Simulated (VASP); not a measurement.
# Hf (P6_3/mmc) in VASP: a series of runs

Runs on Hf. Level: PBE. Tasks: single point.

Everything below comes from runs of VASP 6.6.1. Logs are shortened: lines on timing, memory, paths and dates and some standing lists are left out, and cuts for length are marked.

## (1) The cell of the first run

Symmetry: P6_3/mmc, No. 194, hexagonal system. The conventional cell has a = 3.205 Å, b = 3.205 Å, c = 5.068 Å, α = 90.00°, β = 90.00°, γ = 120.00°. Hf (site symmetry -6m2) has 12 Hf at 3.14 to 3.20 Å within 4.1 Å.

## (2) Single point, PBE

The input, INCAR:

```
SYSTEM = Hf
PREC = Accurate ; ENCUT = 520
EDIFF = 1E-6 ; ISMEAR = 0
SIGMA = 0.1 ; LREAL = .FALSE.
LASPH = .TRUE. ; NELM = 100
ALGO = Normal ; ISIF = 2
LWAVE = .FALSE. ; LCHARG = .TRUE.
GGA = PE ; LELF = .TRUE.
LVHAR = .TRUE. ; NBANDS = 17
```

The input, KPOINTS:

```
Automatic mesh
0
G
  15 15 8
  0 0 0
```

The input, POSCAR:

```
Hf
1.0
    3.2046974278     -0.0000002925      0.0000000000
   -1.6023484606      2.7753495301      0.0000000000
    0.0000000000      0.0000000000      5.0683954399
Hf
2
Direct
    0.0000000000      0.0000000000      0.0000000000
    0.3333333333      0.6666666667      0.5000000000
```

Potentials or basis: VASP PAW PBE potentials, release 64 (Hf_pv).

Run with:

```console
$ cat potpaw_PBE.64/Hf_pv/POTCAR > POTCAR
$ mpirun -np 1 vasp_std > vasp.out
```

OUTCAR:

```text
SYSTEM = Hf
   PREC = Accurate
   ENCUT = 520
   EDIFF = 1E-6
   ISMEAR = 0
   LREAL = .FALSE.
   LASPH = .TRUE.
   NELM = 100
   ISIF = 2
   GGA = PE

 ion  position               nearest neighbor table
   1  0.000  0.000  0.000-   2 3.14   2 3.14   2 3.14   2 3.14   2 3.14   2 3.14
   2  0.333  0.667  0.500-   1 3.14   1 3.14   1 3.14   1 3.14   1 3.14   1 3.14

  LATTYP: Found a hexagonal cell.
 ALAT       =     3.2046974278
 C/A-ratio  =     1.5815519418

  Lattice vectors:

 A1 = (   3.2046974278,  -0.0000002925,   0.0000000000)
 A2 = (  -1.6023484606,   2.7753495301,   0.0000000000)
 A3 = (   0.0000000000,   0.0000000000,   5.0683954399)

Analysis of symmetry for initial positions (statically):
=====================================================================
 Subroutine PRICEL returns:
 Original cell was already a primitive cell.

 Routine SETGRP: Setting up the symmetry group for a
 hexagonal supercell.

 Subroutine GETGRP returns: Found 24 space group operations
 (whereof 12 operations were pure point group operations)
 out of a pool of 24 trial point group operations.

The static configuration has the point symmetry D_3h.
 The point group associated with its full space group is D_6h.

Analysis of symmetry for dynamics (positions and initial velocities):
=====================================================================
 Subroutine PRICEL returns:
 Original cell was already a primitive cell.

 Routine SETGRP: Setting up the symmetry group for a
 hexagonal supercell.

 Subroutine GETGRP returns: Found 24 space group operations
 (whereof 12 operations were pure point group operations)
 out of a pool of 24 trial point group operations.

The dynamic configuration has the point symmetry D_3h.
 The point group associated with its full space group is D_6h.

 Subroutine INISYM returns: Found 24 space group operations
 (whereof 12 operations are pure point group operations),
 and found     1 'primitive' translations

----------------------------------------------------------------------------------------

                                     Primitive cell

  volume of cell :      45.0791

  direct lattice vectors                    reciprocal lattice vectors
     3.204697428 -0.000000293  0.000000000     0.312041956  0.180157469  0.000000000
    -1.602348461  2.775349530  0.000000000     0.000000033  0.360314995  0.000000000
     0.000000000  0.000000000  5.068395440     0.000000000  0.000000000  0.197301101

[... 82 lines left out ...]
   NELM   =    100;   NELMIN=  2; NELMDL= -5     # of ELM steps
   EDIFF  = 0.1E-05   stopping-criterion for ELM
   LREAL  =      F    real-space projection
   EDIFFG = 0.1E-04   stopping-criterion for IOM
   NSW    =      0    number of steps for IOM
   IBRION =     -1    ionic relax: 0-MD 1-quasi-New 2-CG
   NFREE  =      0    steps in history (QN), initial steepest desc. (CG)
   ISIF   =      2    stress and relaxation
   ISYM   =      2    0-nonsym 1-usesym 2-fastsym
   POTIM  = 0.5000    time-step for ionic-motion
   TEBEG  =    0.0;   TEEND  =   0.0 temperature during run
   PSTRESS=    0.0 pullay stress
   NELECT =      20.0000    total number of electrons
   NUPDOWN=      -1.0000    fix difference up-down
   EMIN   =  10.00;   EMAX   =-10.00  energy-range for DOS
   EFERMI =   0.00;   METHOD = LEGACY
   ISMEAR =     0;   SIGMA  =   0.10  broadening in eV -4-tet -1-fermi 0-gaus
   EFERMI_NEDOS =   21; number of points for ismear=-14 and -15
   IALGO  =     38    algorithm
   IMIX   =      4    mixing-type and parameters
     AMIX     =   0.40;   BMIX     =  1.00
     AMIX_MAG =   1.60;   BMIX_MAG =  1.00
  volume/ion in A,a.u.               =      22.54       152.10
  Fermi-wavevector in a.u.,A,eV,Ry     =   1.248609  2.359529 21.211813  1.559024
  Thomas-Fermi vector in A             =   2.382688
   LORBIT       =      0    0 simple, 1 ext, 2 COOP (PROOUT), +10 PAW based schemes
   GGA     = PE    functional components
   LHFCALC =     F    Hartree Fock is set to
   AEXX    =    0.0000 exact exchange contribution
   IVDW    =     0    specifies the selected vdW correction
   LEPSILON=     F    determine dielectric tensor
   LRPA    =     F    only Hartree local field effects (RPA)
 non-spin polarized calculation
 Gauss-broadening in eV      SIGMA  =   0.10
  energy-cutoff  :      520.00
  volume of cell :       45.08
 maximum number of plane-waves:      1236
 NGX is ok and might be reduce to    24

 number of electron      20.0000005 magnetization

 Free energy of the ion-electron system (eV)
  ---------------------------------------------------
  ext. energy  EPLUGINS =         0.00000000
  ---------------------------------------------------
  free energy    TOTEN  =       -19.85381971 eV

  energy without entropy =      -19.84660632  energy(sigma->0) =      -19.85021302

 E-fermi :   4.8763     XC(G=0): -11.2493

 val. band max:        4.8500885816   @ k =   0.1333   0.0000   0.0000
 cond. band min:       4.9006886596   @ k =   0.1333   0.0667   0.2500
 fundamental gap:      0.0506000780
 Fermi energy:         4.8763268680

 k-point     1 :       0.0000    0.0000    0.0000
  band No.  band energies     occupation
      1     -26.2170      2.00000
      2     -25.4893      2.00000
      3     -25.4893      2.00000
      4     -25.3712      2.00000
      5     -25.3643      2.00000
      6     -25.3643      2.00000
[... 457 lines left out ...]
      4     -25.7572      2.00000
      5     -25.6326      2.00000
      6     -25.5763      2.00000
[... 9 lines left out ...]
     16      10.7563      0.00000
     17      11.2082      0.00000

 [... further k-points ...]

------------------------ aborting loop because EDIFF is reached ----------------------------------------

  FORCE on cell =-STRESS in cart. coord.  units (eV):
  Direction    XX          YY          ZZ          XY          YZ          ZX
  --------------------------------------------------------------------------------------
  -------------------------------------------------------------------------------------
  Total       -0.1145649     -0.1145649     -0.1523826      0.0000000      0.0000000     -0.0000000
  in kB       -4.0718050     -4.0718050     -5.4159011      0.0000000      0.0000000     -0.0000000
  external PRESSURE =      -4.5198370 kB  Pullay stress =       0.0000000 kB

 VOLUME and BASIS-vectors are now :
 -----------------------------------------------------------------------------
  energy-cutoff  :      520.00
  volume of cell :       45.08
      direct lattice vectors                 reciprocal lattice vectors
     3.204697428 -0.000000293  0.000000000     0.312041956  0.180157469  0.000000000
    -1.602348461  2.775349530  0.000000000     0.000000033  0.360314995  0.000000000
     0.000000000  0.000000000  5.068395440     0.000000000  0.000000000  0.197301101

 POSITION                                       TOTAL-FORCE (eV/Angst)
 -----------------------------------------------------------------------------------
      0.00000      0.00000      0.00000         0.000000      0.000000      0.000000
      0.00000      1.85023      2.53420        -0.000000     -0.000000      0.000000
 -----------------------------------------------------------------------------------
    total drift:                                0.000000     -0.000000     -0.000000

  FREE ENERGIE OF THE ION-ELECTRON SYSTEM (eV)
  ---------------------------------------------------
  free  energy   TOTEN  =       -19.8538197117 eV

  energy  without entropy=      -19.8466063196  energy(sigma->0) =      -19.85021302
```

OSZICAR:

```text
N       E                     dE             d eps       ncg     rms          rms(c)
DAV:   1     0.505357413078E+02    0.50536E+02   -0.11120E+04  4590   0.111E+03
DAV:   2    -0.186485929420E+02   -0.69184E+02   -0.67500E+02  6048   0.249E+02
DAV:   3    -0.205623250942E+02   -0.19137E+01   -0.18989E+01  5854   0.276E+01
DAV:   4    -0.205780705687E+02   -0.15745E-01   -0.15737E-01  5907   0.302E+00
DAV:   5    -0.205782344007E+02   -0.16383E-03   -0.16379E-03  5974   0.271E-01    0.648E+01
DAV:   6    -0.200479463810E+02    0.53029E+00   -0.50066E-01  5430   0.455E+00    0.384E+01
DAV:   7    -0.198642350015E+02    0.18371E+00   -0.84375E-01  5524   0.566E+00    0.188E+00
DAV:   8    -0.198537259243E+02    0.10509E-01   -0.53621E-02  5330   0.150E+00    0.223E-01
DAV:   9    -0.198538308633E+02   -0.10494E-03   -0.11386E-03  6257   0.240E-01    0.184E-01
DAV:  10    -0.198538167222E+02    0.14141E-04   -0.64750E-05  5341   0.533E-02    0.230E-01
DAV:  11    -0.198538196267E+02   -0.29045E-05   -0.66315E-06  5927   0.183E-02    0.111E-02
DAV:  12    -0.198538197117E+02   -0.85005E-07   -0.35804E-07  3179   0.412E-03
   1 F= -.19853820E+02 E0= -.19850213E+02  d E =-.721339E-02
```

stdout:

```text
POSCAR found type information on POSCAR Hf
 POSCAR found :  1 types and       2 ions
 scaLAPACK will be used
 LDA part: xc-table for (Slater+PW92), standard interpolation
 POSCAR, INCAR and KPOINTS ok, starting setup
 FFT: planning ... GRIDC
 FFT: planning ... GRID_SOFT
 FFT: planning ... GRID
 WAVECAR not read
 entering main loop
```

Wall time 28 s (1 thread of Intel Xeon 6975P-C (Granite Rapids), shared host); peak memory 0.21 GiB.

Results:

```
Free energy            : -19.8538 eV
Pressure               : -0.5 GPa
Band gap on the k mesh : zero (band 10 reaches 6.05 eV, above the bottom of band 11 at 4.43 eV)
```

Caveat: spin-orbit coupling is left out, which moves the levels of the heavy elements.

## (3) Single point, PBE

This run uses another cell than the first one: it holds 4 atoms, not 2.

The input, INCAR:

```
PREC = Accurate
ENCUT = 520
EDIFF = 1E-6
ISMEAR = 0
SIGMA = 0.1
LREAL = False
LASPH = True
NELM = 80
ALGO = Fast
ISIF = 2
LWAVE = False
LCHARG = True
GGA = PE
LELF = True
LVHAR = True
NBANDS = 28
```

The input, KPOINTS:

```
regular mesh
0
Gamma
  15 15 4
```

The input, POSCAR:

```
Hf
1.0
    3.2023821247      0.0000000000      0.0000000000
   -1.6011910623      2.7733442726      0.0000000000
    0.0000000000      0.0000000000     10.2179040710
Hf
4
Direct
    0.0000000000      0.0000000000      0.0000000000
    0.3333333333      0.6666666667      0.2500000000
    0.0000000000      0.0000000000      0.5000000000
    0.6666666667      0.3333333333      0.7500000000
```

Potentials or basis: VASP PAW PBE potentials, release 64 (Hf_pv).

Run with:

```console
$ cat potpaw_PBE.64/Hf_pv/POTCAR > POTCAR
$ mpirun -np 1 vasp_std > vasp.out
```

OUTCAR:

```text
PREC = Accurate
   ENCUT = 520
   EDIFF = 1E-6
   ISMEAR = 0
   LREAL = False
   LASPH = True
   NELM = 80
   ISIF = 2
   GGA = PE

 ion  position               nearest neighbor table
   1  0.000  0.000  0.000-   2 3.15   4 3.15   2 3.15   4 3.15   4 3.15   2 3.15
   2  0.333  0.667  0.250-   1 3.15   3 3.15   1 3.15   3 3.15   1 3.15   3 3.15
   3  0.000  0.000  0.500-   2 3.15   4 3.15   2 3.15   4 3.15   4 3.15   2 3.15
   4  0.667  0.333  0.750-   1 3.15   3 3.15   1 3.15   3 3.15   1 3.15   3 3.15

  LATTYP: Found a hexagonal cell.
 ALAT       =     3.2023821247
 C/A-ratio  =     3.1907198058

  Lattice vectors:

 A1 = (   3.2023821247,   0.0000000000,   0.0000000000)
 A2 = (  -1.6011910623,   2.7733442726,   0.0000000000)
 A3 = (   0.0000000000,   0.0000000000,  10.2179040710)

Analysis of symmetry for initial positions (statically):
=====================================================================
 Subroutine PRICEL returns:
 Original cell was already a primitive cell.

 Routine SETGRP: Setting up the symmetry group for a
 hexagonal supercell.

 Subroutine GETGRP returns: Found 24 space group operations
 (whereof 12 operations were pure point group operations)
 out of a pool of 24 trial point group operations.

The static configuration has the point symmetry D_3d.
 The point group associated with its full space group is D_6h.

Analysis of symmetry for dynamics (positions and initial velocities):
=====================================================================
 Subroutine PRICEL returns:
 Original cell was already a primitive cell.

 Routine SETGRP: Setting up the symmetry group for a
 hexagonal supercell.

 Subroutine GETGRP returns: Found 24 space group operations
 (whereof 12 operations were pure point group operations)
 out of a pool of 24 trial point group operations.

The dynamic configuration has the point symmetry D_3d.
 The point group associated with its full space group is D_6h.

 Subroutine INISYM returns: Found 24 space group operations
 (whereof 12 operations are pure point group operations),
 and found     1 'primitive' translations

----------------------------------------------------------------------------------------

                                     Primitive cell

  volume of cell :      90.7484

  direct lattice vectors                    reciprocal lattice vectors
     3.202382125  0.000000000  0.000000000     0.312267544  0.180287750  0.000000000
    -1.601191062  2.773344273  0.000000000     0.000000000  0.360575501  0.000000000
     0.000000000  0.000000000 10.217904071     0.000000000  0.000000000  0.097867429

  length of vectors
     3.202382125  3.202382125 10.217904071     0.360575501  0.360575501  0.097867429

  position of ions in fractional coordinates (direct lattice)
     0.000000000  0.000000000  0.000000000
     0.333333333  0.666666667  0.250000000
     0.000000000  0.000000000  0.500000000
     0.666666667  0.333333333  0.750000000

  ion indices of the primitive-cell ions
   primitive index   ion index
                 1           1
[... 24 lines left out ...]

 Subroutine IBZKPT returns following result:
 ===========================================

 Found     81 irreducible k-points:

 Following reciprocal coordinates:
            Coordinates               Weight
  0.000000  0.000000  0.000000      1.000000
  0.066667  0.000000  0.000000      6.000000
  0.133333  0.000000  0.000000      6.000000
  0.200000  0.000000  0.000000      6.000000
  0.266667  0.000000  0.000000      6.000000
  0.333333 -0.000000  0.000000      6.000000
[... 16 lines left out ...]
  0.333333  0.200000  0.000000     12.000000
  0.400000  0.200000  0.000000      6.000000
 [... further k-points ...]
   k-points           NKPTS =     81   k-points in BZ     NKDIM =     81   number of bands    NBANDS=     28
   number of dos      NEDOS =    301   number of ions     NIONS =      4
   total plane-waves  NPLWV =  46080
   dimension x,y,z NGX =    24 NGY =   24 NGZ =   80
   dimension x,y,z NGXF=    48 NGYF=   48 NGZF=  160
   ions per type =               4
   NGX,Y,Z   is equivalent  to a cutoff of  12.46, 12.46, 13.02 a.u.
   NGXF,Y,Z  is equivalent  to a cutoff of  24.92, 24.92, 26.03 a.u.
 SYSTEM =  unknown system
   PREC   = accura    normal or accurate (medium, high low for compatibility)
   ISTART =      0    job   : 0-new  1-cont  2-samecut
   ICHARG =      2    charge: 1-file 2-atom 10-const
   ISPIN  =      1    spin polarized calculation?
   LNONCOLLINEAR =      F non collinear calculations
   LSORBIT =      F    spin-orbit coupling
   LASPH  =      T    aspherical Exc in radial PAW
   ENCUT  =  520.0 eV  38.22 Ry    6.18 a.u.   5.95  5.95 19.00*2*pi/ulx,y,z
   NELM   =     80;   NELMIN=  2; NELMDL= -5     # of ELM steps
   EDIFF  = 0.1E-05   stopping-criterion for ELM
   LREAL  =      F    real-space projection
   EDIFFG = 0.1E-04   stopping-criterion for IOM
   NSW    =      0    number of steps for IOM
   IBRION =     -1    ionic relax: 0-MD 1-quasi-New 2-CG
   NFREE  =      0    steps in history (QN), initial steepest desc. (CG)
   ISIF   =      2    stress and relaxation
   ISYM   =      2    0-nonsym 1-usesym 2-fastsym
   POTIM  = 0.5000    time-step for ionic-motion
   TEBEG  =    0.0;   TEEND  =   0.0 temperature during run
   PSTRESS=    0.0 pullay stress
   NELECT =      40.0000    total number of electrons
   NUPDOWN=      -1.0000    fix difference up-down
   EMIN   =  10.00;   EMAX   =-10.00  energy-range for DOS
   EFERMI =   0.00;   METHOD = LEGACY
   ISMEAR =     0;   SIGMA  =   0.10  broadening in eV -4-tet -1-fermi 0-gaus
   EFERMI_NEDOS =   21; number of points for ismear=-14 and -15
   IALGO  =     68    algorithm
   IMIX   =      4    mixing-type and parameters
     AMIX     =   0.40;   BMIX     =  1.00
     AMIX_MAG =   1.60;   BMIX_MAG =  1.00
  volume/ion in A,a.u.               =      22.69       153.10
  Fermi-wavevector in a.u.,A,eV,Ry     =   1.245896  2.354403 21.119748  1.552258
  Thomas-Fermi vector in A             =   2.380098
   LORBIT       =      0    0 simple, 1 ext, 2 COOP (PROOUT), +10 PAW based schemes
   GGA     = PE    functional components
   LHFCALC =     F    Hartree Fock is set to
   AEXX    =    0.0000 exact exchange contribution
   IVDW    =     0    specifies the selected vdW correction
   LEPSILON=     F    determine dielectric tensor
   LRPA    =     F    only Hartree local field effects (RPA)
 non-spin polarized calculation
 RMM-DIIS sequential band-by-band and
 Gauss-broadening in eV      SIGMA  =   0.10
  energy-cutoff  :      520.00
  volume of cell :       90.75
 maximum number of plane-waves:      2478
 NGX is ok and might be reduce to    24

 number of electron      40.0000014 magnetization

 Free energy of the ion-electron system (eV)
  ---------------------------------------------------
  ext. energy  EPLUGINS =         0.00000000
  ---------------------------------------------------
  free energy    TOTEN  =       -39.50533770 eV

  energy without entropy =      -39.48019048  energy(sigma->0) =      -39.49276409

 E-fermi :   4.7113     XC(G=0): -11.2230

 val. band max:        4.7001181355   @ k =   0.2667   0.2000   0.2500
 cond. band min:       4.7199781483   @ k =   0.0000   0.0000   0.2500
 fundamental gap:      0.0198600128
 Fermi energy:         4.7112630778

 k-point     1 :       0.0000    0.0000    0.0000
  band No.  band energies     occupation
      1     -26.2472      2.00000
      2     -25.8759      2.00000
      3     -25.8318      2.00000
      4     -25.5609      2.00000
      5     -25.5609      2.00000
      6     -25.5170      2.00000
[... 733 lines left out ...]
     27       7.9710      0.00000
     28       9.5843      0.00000

 [... further k-points ...]

------------------------ aborting loop because EDIFF is reached ----------------------------------------

  FORCE on cell =-STRESS in cart. coord.  units (eV):
  Direction    XX          YY          ZZ          XY          YZ          ZX
  --------------------------------------------------------------------------------------
  -------------------------------------------------------------------------------------
  Total       -0.2276359     -0.2276359     -0.2716398     -0.0000000      0.0000000     -0.0000000
  in kB       -4.0189492     -4.0189492     -4.7958467     -0.0000000      0.0000000     -0.0000000
  external PRESSURE =      -4.2779150 kB  Pullay stress =       0.0000000 kB

 VOLUME and BASIS-vectors are now :
 -----------------------------------------------------------------------------
  energy-cutoff  :      520.00
  volume of cell :       90.75
      direct lattice vectors                 reciprocal lattice vectors
     3.202382125  0.000000000  0.000000000     0.312267544  0.180287750  0.000000000
    -1.601191062  2.773344273  0.000000000     0.000000000  0.360575501  0.000000000
     0.000000000  0.000000000 10.217904071     0.000000000  0.000000000  0.097867429

 POSITION                                       TOTAL-FORCE (eV/Angst)
 -----------------------------------------------------------------------------------
      0.00000      0.00000      0.00000         0.000000     -0.000000      0.000000
     -0.00000      1.84890      2.55448        -0.000000      0.000000      0.000000
      0.00000      0.00000      5.10895         0.000000     -0.000000      0.000000
      1.60119      0.92445      7.66343         0.000000     -0.000000     -0.000000
 -----------------------------------------------------------------------------------
    total drift:                               -0.000000      0.000000     -0.000000

  FREE ENERGIE OF THE ION-ELECTRON SYSTEM (eV)
  ---------------------------------------------------
  free  energy   TOTEN  =       -39.5053377037 eV

  energy  without entropy=      -39.4801904793  energy(sigma->0) =      -39.49276409
```

Run time: 91 s. Hardware: 1 thread of Intel Xeon 6975P-C (Granite Rapids), shared host; peak memory 0.29 GiB.

Results:

| Property | Result |
| --- | --- |
| Free energy | -39.5053 eV |
| Pressure | -0.4 GPa |
| Band gap on the k mesh | zero (band 20 reaches 5.81 eV, above the bottom of band 21 at 4.17 eV) |

Caveat: spin-orbit coupling is left out, which moves the levels of the heavy elements.
